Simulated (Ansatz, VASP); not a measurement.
## GaN: VASP beside Ansatz

INCAR

```
SYSTEM = GaN
PREC     = Accurate       ! precision mode
ENCUT    = 520            ! plane-wave cutoff, eV
EDIFF    = 1E-6           ! SCF threshold, eV
ISMEAR   = -1             ! smearing method
SIGMA    = 0.05           ! smearing width, eV
LREAL    = .False.        ! projectors in reciprocal space
LASPH    = .True.         ! aspherical terms in the spheres
NELM     = 80             ! most SCF steps
ALGO     = Normal         ! electronic algorithm
ISIF     = 2              ! what is computed and relaxed
LWAVE    = .False.        ! write WAVECAR
LCHARG   = .False.        ! write CHGCAR
GGA      = PE             ! functional
NBANDS   = 26             ! bands
```

Contents of KPOINTS:

```
regular mesh
0
Gamma
  6 6 3
  0 0 0
```

POSCAR

```
GaN
1.0
    3.1800000000      0.0000000000      0.0000000000
   -1.5900000000      2.7539607840      0.0000000000
    0.0000000000      0.0000000000      5.1660000000
Ga N
2 2
Direct
    0.6666666667      0.3333333333      0.5000000000
    0.3333333333      0.6666666667      0.0000000000
    0.6666666667      0.3333333333      0.8750000000
    0.3333333333      0.6666666667      0.3750000000
```

input.yaml

```yaml
crystal:
  lattice:
    - [3.18, 0.0, 0.0]
    - [-1.59, 2.753960784, 0.0]
    - [0.0, 0.0, 5.166]
  atoms:
    - { symbol: Ga, position: [0.6666666667, 0.3333333333, 0.5] }
    - { symbol: Ga, position: [0.3333333333, 0.6666666667, 0.0] }
    - { symbol: "N", position: [0.6666666667, 0.3333333333, 0.875] }
    - { symbol: "N", position: [0.3333333333, 0.6666666667, 0.375] }
hamiltonian:
  xc: pbe
  pseudopotentials: { kind: paw }
kpoints:
  mp_grid: { grid: [6, 6, 3] }
scf:
  occupations: { method: fermi_dirac, width: 0.05 }
output:
  forces: true
  stress: true
  eigenvalues: true
```

Alike in both runs: task single point; functional PBE; k mesh 6 × 6 × 3; occupations fermi-dirac, width 0.05 eV; no spin polarisation.

|  | VASP | Ansatz |
| --- | --- | --- |
| version | VASP 6.6.1 | Ansatz 0.2.0 |
| potentials or method | VASP PAW PBE potentials, release 64 (Ga_d, N) | Ansatz PAW |
| plane-wave cutoff (eV) | 520 | 420 |
| valence electrons in the cell | 36 | 36 |

Ansatz gave:

- gap on the k mesh at the Fermi level (eV): 1.96
- least direct gap on the mesh (eV): 1.96
- pressure (GPa): 7.3
- traceless stress, the component that is largest in VASP (GPa): 1.40
- rms of the force components (eV/Å): 0.079

Problem. Which values does VASP return?

Solution. gap on the k mesh at the Fermi level (eV): 1.97; least direct gap on the mesh (eV): 1.97; pressure (GPa): 7.3; traceless stress, the component that is largest in VASP (GPa): 1.42; rms of the force components (eV/Å): 0.077.

Atom by atom the forces differ by 0.001 eV/Å (rms over components). With one functional, cell and mesh, what is left measures potentials, basis and numerics.

Noted on Ansatz's run: odd divisions of the mesh miss points on the zone boundary, where band edges often lie, so the gap on the mesh can be too wide.
